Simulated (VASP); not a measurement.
Wanted: the native input for a VASP 6.6.1 run.

```yaml
Task: single point
Functional: r2SCANh
Dispersion: D4
Potentials_or_basis: VASP PAW PBE potentials, release 64 (Zn)
Cutoff: 440 eV
k_mesh: 8 × 8 × 8
Occupations: gaussian, width 0.02 eV
Spin: no spin polarisation
Dipole_correction: no
Grid_for_exact_exchange_PRECFOCK: Normal
Further_INCAR_settings: ALGO = Normal; EDIFF = 1e-06; NBANDS = 12
Share_of_exact_exchange: 0.1
```

The system is Zn.

```
Zn
1.0
     0.00000    1.96478    1.96478
     1.96478    0.00000    1.96478
     1.96478    1.96478    0.00000
Zn
1
Direct
  0.00000 0.00000 0.00000
```

This isn't the form of Zn at room conditions, which is hcp.

These files were run (other wordings do the same):

POSCAR

```
Zn
1.0
    0.0000000000      1.9647760000      1.9647760000
    1.9647760000      0.0000000000      1.9647760000
    1.9647760000      1.9647760000      0.0000000000
Zn
1
Direct
    0.0000000000      0.0000000000      0.0000000000
```

INCAR.step1

```
SYSTEM = Zn
  ALGO = Normal
  EDIFF = 1E-5
  ENCUT = 440
  GGA = PE
  GGA_COMPAT = .FALSE.
  ISIF = 2
  ISMEAR = 0
  LASPH = .TRUE.
  LCHARG = .FALSE.
  LREAL = .FALSE.
  LWAVE = .TRUE.
  NBANDS = 12
  NELM = 120
  PREC = Accurate
  SIGMA = 0.02
```

INCAR.step2

```
SYSTEM = Zn
  AEXX = 0.1
  ALGO = Normal
  EDIFF = 1E-6
  ENCUT = 440
  GGA_COMPAT = .FALSE.
  ISIF = 2
  ISMEAR = 0
  ISTART = 1
  IVDW = 13
  LASPH = .TRUE.
  LCHARG = .FALSE.
  LHFCALC = .TRUE.
  LMIXTAU = .TRUE.
  LREAL = .FALSE.
  LWAVE = .FALSE.
  METAGGA = R2SCAN
  NBANDS = 12
  NELM = 120
  PREC = Accurate
  PRECFOCK = Normal
  SIGMA = 0.02
  VDW_A1 = 0.4944
  VDW_A2 = 5.9019
  VDW_S6 = 1.0
  VDW_S8 = 0.8324
```

KPOINTS

```
k-points
0
G
  8 8 8
  0 0 0
```

Potentials or basis: VASP PAW PBE potentials, release 64 (Zn).

Launch:

```bash
$ cat potpaw_PBE.64/Zn/POTCAR > POTCAR
$ cp INCAR.step1 INCAR
$ mpirun -np 1 vasp_std > vasp.out
$ cp INCAR.step2 INCAR
$ mpirun -np 1 vasp_std > vasp.out
```

Results of the run:

The pressure is -4.9 GPa. The band gap on the k mesh is zero (bands 6 and 7 overlap by 3.99 eV). The dispersion energy per atom is -0.130 eV.

Caveat: the cell stands under tension; the PAW data sets were made with another functional, which shifts forces and pressure a little.

Wall time 44 min on 1 thread of Intel Xeon 8259CL, with other jobs on the host, peak memory 0.14 GiB.
